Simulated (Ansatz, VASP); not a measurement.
This is a calculation of Ge2Sb2Te5 for Ansatz 0.2.0.

File input.yaml:

```yaml
crystal:
  lattice:
    - [6.7467039125, -3.0245684069, 0.0]
    - [6.7467039125, 3.0245684069, 0.0]
    - [-6.7386551827, 0.0, 6.7550623984]
  atoms:
    - { symbol: Te, position: [0.594702, 0.594702, 0.386433] }
    - { symbol: Te, position: [0.795288, 0.795288, 0.196112] }
    - { symbol: Te, position: [0.008324, 0.008324, 0.006435] }
    - { symbol: Te, position: [0.206519, 0.206519, 0.809803] }
    - { symbol: Te, position: [0.399959, 0.399959, 0.597118] }
    - { symbol: Sb, position: [0.901708, 0.901708, 0.587873] }
    - { symbol: Sb, position: [0.11187, 0.11187, 0.417352] }
    - { symbol: Ge, position: [0.284287, 0.284287, 0.18783] }
    - { symbol: Ge, position: [0.497343, 0.497343, 0.011044] }
hamiltonian:
  xc: pbe
  pseudopotentials: { kind: paw }
kpoints:
  mp_grid: { grid: [5, 5, 4] }
scf:
  occupations: { method: fermi_dirac, width: 0.05 }
output:
  forces: true
  stress: true
  eigenvalues: true
```

Potentials or basis: Ansatz PAW.

The run is started by

```sh
$ ansatz run input.yaml --threads 4 --pin off --max-ram 11264MiB --backend cpu --events-out ev --progress --plain --runs-dir out
```

Task: Set up the same calculation for VASP 6.6.1. Potentials there: VASP PAW PBE potentials, release 64 (Te, Sb, Ge_d).

Result: As run (the cutoff follows the program's own potentials):

Contents of INCAR:

```
SYSTEM = Ge2Sb2Te5
PREC = Accurate
ENCUT = 520
EDIFF = 1E-6
ISMEAR = -1
SIGMA = 0.05
LREAL = .FALSE.
LASPH = .TRUE.
NELM = 80
ALGO = Normal
ISIF = 2
LWAVE = .FALSE.
LCHARG = .TRUE.
GGA = PE
LELF = .TRUE.
LVHAR = .TRUE.
NBANDS = 44
```

File KPOINTS:

```
regular mesh
0
G
  5 5 4
  0 0 0
```

Contents of POSCAR:

```
Ge2Sb2Te5
1.0
    6.7467039125     -3.0245684069      0.0000000000
    6.7467039125      3.0245684069      0.0000000000
   -6.7386551827      0.0000000000      6.7550623984
Te Sb Ge
5 2 2
Direct
    0.5947020000      0.5947020000      0.3864330000
    0.7952880000      0.7952880000      0.1961120000
    0.0083240000      0.0083240000      0.0064350000
    0.2065190000      0.2065190000      0.8098030000
    0.3999590000      0.3999590000      0.5971180000
    0.9017080000      0.9017080000      0.5878730000
    0.1118700000      0.1118700000      0.4173520000
    0.2842870000      0.2842870000      0.1878300000
    0.4973430000      0.4973430000      0.0110440000
```

Potentials or basis: VASP PAW PBE potentials, release 64 (Te, Sb, Ge_d).

Command:

```console
$ cat potpaw_PBE.64/Te/POTCAR potpaw_PBE.64/Sb/POTCAR potpaw_PBE.64/Ge_d/POTCAR > POTCAR
$ mpirun -np 1 vasp_std > vasp.out
```

Both were run:

|  | VASP | Ansatz | Ansatz less VASP |
| --- | --- | --- | --- |
| gap on the k mesh at the Fermi level (eV) | 0.22 | 0.22 | +0.003 |
| least direct gap on the mesh (eV) | 0.31 | 0.31 | +0.003 |
| pressure (GPa) | 1.9 | 1.9 | +0.01 |
| traceless stress, the component that is largest in VASP (GPa) | -0.40 | -0.39 | +0.019 |
| rms of the force components (eV/Å) | 0.101 | 0.099 | -0.0024 |

Atom by atom the forces differ by 0.006 eV/Å (rms over components). The functional is the same, so the differences come from potentials, cutoffs and numerics. VASP's potentials hold 68 valence electrons a cell and Ansatz's 138, so a difference there can come from the potentials and not from the codes.

Neither program's run includes spin-orbit coupling. Noted on Ansatz's run: odd divisions of the mesh miss points on the zone boundary, where band edges often lie, so the gap on the mesh can be too wide.
